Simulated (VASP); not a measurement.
# NbTeS (Immm) in VASP: single point with r2SCAN

Aim: the single point of NbTeS with r2SCAN.

All numbers are computed with VASP 6.6.1; they aren't measurements. Logs are shortened: lines on timing, memory, paths and dates and some standing lists are left out, and cuts for length are marked.

**1. The cell of the first run**

The structure is orthorhombic, space group Immm (No. 71). Conventional cell: a = 3.441 Å, b = 6.896 Å, c = 11.320 Å, α = 90.00°, β = 90.00°, γ = 90.00°. Within 3.2 Å of Nb (site symmetry mm2) lie 2 S at 2.42 Å and 4 Te at 2.84 Å and 1 Nb at 2.91 Å. Within 3.7 Å of Te (site symmetry m2m) lie 4 Nb at 2.84 Å and 4 Te at 3.44 to 3.45 Å and 6 S at 3.49 to 3.59 Å. S (site symmetry mm2) has 2 Nb at 2.42 Å within 3.2 Å.

**2. Single point, r2SCAN**

Input file POSCAR:

```
NbTeS
1.0
    0.0000000000     -0.0000002643      6.8960473465
    3.4409744988      0.0000000000      0.0000000000
    1.7204872494      5.6598020381     -3.4480234563
Nb Te S
2 2 2
Direct
    0.6286688592      0.8713311408      0.2573377184
    0.3713311408      0.1286688592      0.7426622816
    0.2496561795      0.5000000000      0.0000000000
    0.7503438205      0.5000000000      0.0000000000
    0.2215279362      0.7784720638      0.4430558724
    0.7784720638      0.2215279362      0.5569441276
```

Input file INCAR.step1:

```
  PREC = Accurate
  ENCUT = 520
  ISMEAR = -1
  SIGMA = 0.1
  LREAL = F
  LASPH = T
  NELM = 100
  NBANDS = 34
  GGA = PE
  ALGO = Normal
  EDIFF = 1E-4
  LWAVE = T
  LCHARG = F
```

Input file INCAR.step2:

```
  PREC = Accurate
  ENCUT = 520
  EDIFF = 1E-6
  ISMEAR = -1
  SIGMA = 0.1
  LREAL = F
  LASPH = T
  NELM = 100
  ALGO = Normal
  ISIF = 2
  LWAVE = F
  LCHARG = T
  METAGGA = R2SCAN
  LMIXTAU = T
  LELF = T
  LVHAR = T
  NBANDS = 34
  ISTART = 1
```

Input file KPOINTS:

```
Automatic mesh
0
Gamma
  5 5 5
```

Potentials or basis: VASP PAW PBE potentials, release 64 (Nb_sv, Te, S).

Started as:

```console
$ cat potpaw_PBE.64/Nb_sv/POTCAR potpaw_PBE.64/Te/POTCAR potpaw_PBE.64/S/POTCAR > POTCAR
$ cp INCAR.step1 INCAR
$ mpirun -np 1 vasp_std > vasp.out
$ cp INCAR.step2 INCAR
$ mpirun -np 1 vasp_std > vasp.out
```

OUTCAR:

```text
PREC = Accurate
   ENCUT = 520
   EDIFF = 1E-6
   ISMEAR = -1
   LREAL = F
   LASPH = T
   NELM = 100
   ISIF = 2
   METAGGA = R2SCAN
   ISTART = 1

 ion  position               nearest neighbor table
   1  0.629  0.871  0.257-   6 2.42   6 2.42   4 2.84   4 2.84   3 2.84   3 2.84   2 2.91
   2  0.371  0.129  0.743-   5 2.42   5 2.42   3 2.84   3 2.84   4 2.84   4 2.84   1 2.91
   3  0.250  0.500  0.000-   2 2.84   2 2.84   1 2.84   1 2.84   4 3.44   4 3.45
   4  0.750  0.500  0.000-   1 2.84   1 2.84   2 2.84   2 2.84   3 3.44   3 3.45
   5  0.222  0.778  0.443-   2 2.42   2 2.42
   6  0.778  0.222  0.557-   1 2.42   1 2.42

  LATTYP: Found a body centered orthorhombic cell.
 ALAT       =     3.4409744988
 B/A-ratio  =     2.0040971966
 C/A-ratio  =     3.2896505963

  Lattice vectors:

 A1 = (   1.7204872494,  -5.6598017738,  -3.4480238902)
 A2 = (  -1.7204872494,  -5.6598020381,   3.4480234563)
 A3 = (  -1.7204872494,   5.6598020381,  -3.4480234563)

Analysis of symmetry for initial positions (statically):
=====================================================================
 Subroutine PRICEL returns:
 Original cell was already a primitive cell.

 Routine SETGRP: Setting up the symmetry group for a
 body centered orthorhombic supercell.

 Subroutine GETGRP returns: Found  8 space group operations
 (whereof  8 operations were pure point group operations)
 out of a pool of  8 trial point group operations.

The static configuration has the point symmetry D_2h.

Analysis of symmetry for dynamics (positions and initial velocities):
=====================================================================
 Subroutine PRICEL returns:
 Original cell was already a primitive cell.

 Routine SETGRP: Setting up the symmetry group for a
 body centered orthorhombic supercell.

 Subroutine GETGRP returns: Found  8 space group operations
 (whereof  8 operations were pure point group operations)
 out of a pool of  8 trial point group operations.

The dynamic configuration has the point symmetry D_2h.

 Subroutine INISYM returns: Found  8 space group operations
 (whereof  8 operations are pure point group operations),
 and found     1 'primitive' translations

----------------------------------------------------------------------------------------

                                     Primitive cell

  volume of cell :     134.3021

  direct lattice vectors                    reciprocal lattice vectors
     0.000000000 -0.000000264  6.896047346     0.000000000  0.088342309  0.145010609
     3.440974499  0.000000000  0.000000000     0.290615348 -0.088342315 -0.000000003
     1.720487249  5.659802038 -3.448023456     0.000000000  0.176684629  0.000000007

  length of vectors
     6.896047347  3.440974499  6.847065155     0.169801178  0.303746020  0.176684629

  position of ions in fractional coordinates (direct lattice)
     0.628668859  0.871331141  0.257337718
     0.371331141  0.128668859  0.742662282
     0.249656180  0.500000000  1.000000000
     0.750343820  0.500000000  1.000000000
     0.221527936  0.778472064  0.443055872
     0.778472064  0.221527936  0.556944128

  ion indices of the primitive-cell ions
   primitive index   ion index
                 1           1
                 2           2
                 3           3
                 4           4
                 5           5
                 6           6

----------------------------------------------------------------------------------------

 KPOINTS: Automatic mesh

Automatic generation of k-mesh.
 Grid dimensions read from file:
 generate k-points for:    5    5    5

 Generating k-lattice:

  Cartesian coordinates                     Fractional coordinates (reciprocal lattice)
     0.000000000  0.017668462  0.029002122     0.200000000  0.000000000  0.000000000
     0.058123070 -0.017668463 -0.000000001     0.000000000  0.200000000 -0.000000000
     0.000000000  0.035336926  0.000000001     0.000000000  0.000000000  0.200000000

  Length of vectors
     0.033960236  0.060749204  0.035336926

  Shift w.r.t. Gamma in fractional coordinates (k-lattice)
     0.000000000  0.000000000  0.000000000

 Subroutine IBZKPT returns following result:
 ===========================================

 Found     27 irreducible k-points:

 Following reciprocal coordinates:
            Coordinates               Weight
  0.000000  0.000000  0.000000      1.000000
  0.200000  0.000000 -0.000000      4.000000
  0.400000  0.000000  0.000000      4.000000
 -0.000000  0.200000 -0.000000      4.000000
  0.200000  0.200000  0.000000      4.000000
  0.400000  0.200000  0.000000      8.000000
[... 16 lines left out ...]
  0.200000 -0.200000  0.200000      8.000000
  0.400000 -0.200000  0.200000      4.000000
 [... further k-points ...]
   k-points           NKPTS =     27   k-points in BZ     NKDIM =     27   number of bands    NBANDS=     34
   number of dos      NEDOS =    301   number of ions     NIONS =      6
   total plane-waves  NPLWV =  81648
   dimension x,y,z NGX =    54 NGY =   28 NGZ =   54
   dimension x,y,z NGXF=   108 NGYF=   56 NGZF=  108
   ions per type =               2   2   2
   NGX,Y,Z   is equivalent  to a cutoff of  13.02, 13.53, 13.11 a.u.
   NGXF,Y,Z  is equivalent  to a cutoff of  26.04, 27.06, 26.22 a.u.
 SYSTEM =  unknown system
   PREC   = accura    normal or accurate (medium, high low for compatibility)
   ISTART =      1    job   : 0-new  1-cont  2-samecut
   ICHARG =      0    charge: 1-file 2-atom 10-const
   ISPIN  =      1    spin polarized calculation?
   LNONCOLLINEAR =      F non collinear calculations
   LSORBIT =      F    spin-orbit coupling
   LASPH  =      T    aspherical Exc in radial PAW
   ENCUT  =  520.0 eV  38.22 Ry    6.18 a.u.  12.82  6.40 12.73*2*pi/ulx,y,z
   NELM   =    100;   NELMIN=  2; NELMDL=  0     # of ELM steps
   EDIFF  = 0.1E-05   stopping-criterion for ELM
   LREAL  =      F    real-space projection
   EDIFFG = 0.1E-04   stopping-criterion for IOM
   NSW    =      0    number of steps for IOM
   IBRION =     -1    ionic relax: 0-MD 1-quasi-New 2-CG
   NFREE  =      0    steps in history (QN), initial steepest desc. (CG)
   ISIF   =      2    stress and relaxation
   ISYM   =      2    0-nonsym 1-usesym 2-fastsym
   POTIM  = 0.5000    time-step for ionic-motion
   TEBEG  =    0.0;   TEEND  =   0.0 temperature during run
   PSTRESS=    0.0 pullay stress
   NELECT =      50.0000    total number of electrons
   NUPDOWN=      -1.0000    fix difference up-down
   EMIN   =  10.00;   EMAX   =-10.00  energy-range for DOS
   EFERMI =   0.00;   METHOD = LEGACY
   ISMEAR =    -1;   SIGMA  =   0.10  broadening in eV -4-tet -1-fermi 0-gaus
   EFERMI_NEDOS =   21; number of points for ismear=-14 and -15
   IALGO  =     38    algorithm
   IMIX   =      4    mixing-type and parameters
     AMIX     =   0.40;   BMIX     =  1.00
     AMIX_MAG =   1.60;   BMIX_MAG =  1.00
  volume/ion in A,a.u.               =      22.38       151.05
  Fermi-wavevector in a.u.,A,eV,Ry     =   1.177707  2.225543 18.871190  1.386993
  Thomas-Fermi vector in A             =   2.314049
   LORBIT       =      0    0 simple, 1 ext, 2 COOP (PROOUT), +10 PAW based schemes
   METAGGA = R2SCAN    functional components
   LHFCALC =     F    Hartree Fock is set to
   AEXX    =    0.0000 exact exchange contribution
   IVDW    =     0    specifies the selected vdW correction
   LEPSILON=     F    determine dielectric tensor
   LRPA    =     F    only Hartree local field effects (RPA)
 non-spin polarized calculation
  energy-cutoff  :      520.00
  volume of cell :      134.30
 maximum number of plane-waves:      3637
 NGX is ok and might be reduce to    54
   NGX = 25   NGY = 13   NGZ = 25

 number of electron      50.0000002 magnetization

 Free energy of the ion-electron system (eV)
  ---------------------------------------------------
  ext. energy  EPLUGINS =         0.00000000
  ---------------------------------------------------
  free energy    TOTEN  =      -119.95909724 eV

  energy without entropy =     -119.86074948  energy(sigma->0) =     -119.90992336

 E-fermi :   7.9413     XC(G=0): -11.0201

 val. band max:        7.9170143984   @ k =   0.0000   0.0000   0.0000
 cond. band min:       7.9789688910   @ k =   0.0000   0.0000   0.4000
 fundamental gap:      0.0619544926
 Fermi energy:         7.9412514318

 k-point     1 :       0.0000    0.0000    0.0000
  band No.  band energies     occupation
      1     -49.5399      2.00000
      2     -49.4921      2.00000
      3     -25.0249      2.00000
      4     -24.9664      2.00000
      5     -24.9654      2.00000
      6     -24.9151      2.00000
[... 26 lines left out ...]
     33      11.3607      0.00000
     34      11.8700      0.00000

 k-point     2 :       0.2000    0.0000   -0.0000
  band No.  band energies     occupation
      1     -49.5399      2.00000
      2     -49.4921      2.00000
      3     -25.0255      2.00000
      4     -24.9663      2.00000
      5     -24.9645      2.00000
      6     -24.9152      2.00000
[... 26 lines left out ...]
     33      11.5080      0.00000
     34      11.8867      0.00000

 k-point     3 :       0.4000    0.0000    0.0000
  band No.  band energies     occupation
      1     -49.5398      2.00000
      2     -49.4922      2.00000
      3     -25.0265      2.00000
      4     -24.9666      2.00000
      5     -24.9626      2.00000
      6     -24.9153      2.00000
[... 26 lines left out ...]
     33      11.7560      0.00000
     34      11.8816      0.00000
[... 704 lines left out ...]
 k-point    23 :       0.2000   -0.2000    0.2000
  band No.  band energies     occupation
      1     -49.5350      2.00000
      2     -49.4877      2.00000
      3     -25.0175      2.00000
      4     -24.9941      2.00000
      5     -24.9553      2.00000
      6     -24.9490      2.00000
[... 26 lines left out ...]
     33      11.3953      0.00000
     34      11.6448      0.00000

 k-point    24 :       0.4000   -0.2000    0.2000
  band No.  band energies     occupation
      1     -49.5350      2.00000
      2     -49.4877      2.00000
      3     -25.0171      2.00000
      4     -24.9940      2.00000
      5     -24.9558      2.00000
      6     -24.9493      2.00000
[... 26 lines left out ...]
     33      11.4525      0.00000
     34      11.5323      0.00000

 [... further k-points ...]

------------------------ aborting loop because EDIFF is reached ----------------------------------------

  FORCE on cell =-STRESS in cart. coord.  units (eV):
  Direction    XX          YY          ZZ          XY          YZ          ZX
  --------------------------------------------------------------------------------------
  -------------------------------------------------------------------------------------
  Total        4.0489975      4.0837650      4.1525099      0.0000000     -0.0000000     -0.0000000
  in kB       48.3031187     48.7178825     49.5379848      0.0000000     -0.0000000     -0.0000000
  external PRESSURE =      48.8529953 kB  Pullay stress =       0.0000000 kB

 VOLUME and BASIS-vectors are now :
 -----------------------------------------------------------------------------
  energy-cutoff  :      520.00
  volume of cell :      134.30
      direct lattice vectors                 reciprocal lattice vectors
     0.000000000 -0.000000264  6.896047346     0.000000000  0.088342309  0.145010609
     3.440974499  0.000000000  0.000000000     0.290615348 -0.088342315 -0.000000003
     1.720487249  5.659802038 -3.448023456     0.000000000  0.176684629  0.000000007

 POSITION                                       TOTAL-FORCE (eV/Angst)
 -----------------------------------------------------------------------------------
      3.44097      1.45648      3.44802        -0.000000      0.019873      0.000000
      1.72049      4.20332      0.00000         0.000000     -0.019873     -0.000000
      1.72049     -0.00000      1.72164        -0.000000      0.000000     -0.009840
      1.72049     -0.00000      5.17441         0.000000     -0.000000      0.009840
      3.44097      2.50761      0.00000        -0.000000      0.016010      0.000000
      1.72049      3.15219      3.44802        -0.000000     -0.016010     -0.000000
 -----------------------------------------------------------------------------------
    total drift:                                0.000000      0.000000     -0.000000

  FREE ENERGIE OF THE ION-ELECTRON SYSTEM (eV)
  ---------------------------------------------------
  free  energy   TOTEN  =      -119.9590972426 eV

  energy  without entropy=     -119.8607494799  energy(sigma->0) =     -119.90992336
```

Run time: 9.3 min. Hardware: 1 thread of Intel Xeon Platinum 8259CL at 2.50GHz (Skylake/Cascade Lake), shared host; peak memory 0.37 GiB.

Results:

* Free energy: -119.9591 eV
* Pressure: 4.9 GPa
* Largest force: 0.020 eV/Å
* Band gap on the k mesh: zero (band 25 reaches 8.09 eV, above the bottom of band 26 at 7.66 eV)

Forces on the atoms (eV/Å):
```
Nb   0.000  0.020  0.000
Nb   0.000 -0.020  0.000
Te   0.000  0.000 -0.010
Te   0.000  0.000  0.010
S    0.000  0.016  0.000
S    0.000 -0.016  0.000
```

Levels at points of the mesh, in eV from the Fermi level:
```
           k point  band 22  band 23  band 24  band 25  band 26  band 27  band 28  band 29
(0.00, 0.00, 0.00)    -1.45    -1.37    -0.99    -0.22    -0.02     0.18     0.40     2.72
```

Caveat: the k points lie up to 0.38 Å⁻¹ apart; the PAW data sets were made with another functional, which shifts forces and pressure a little; spin-orbit coupling is left out, which moves the levels of the heavy elements.
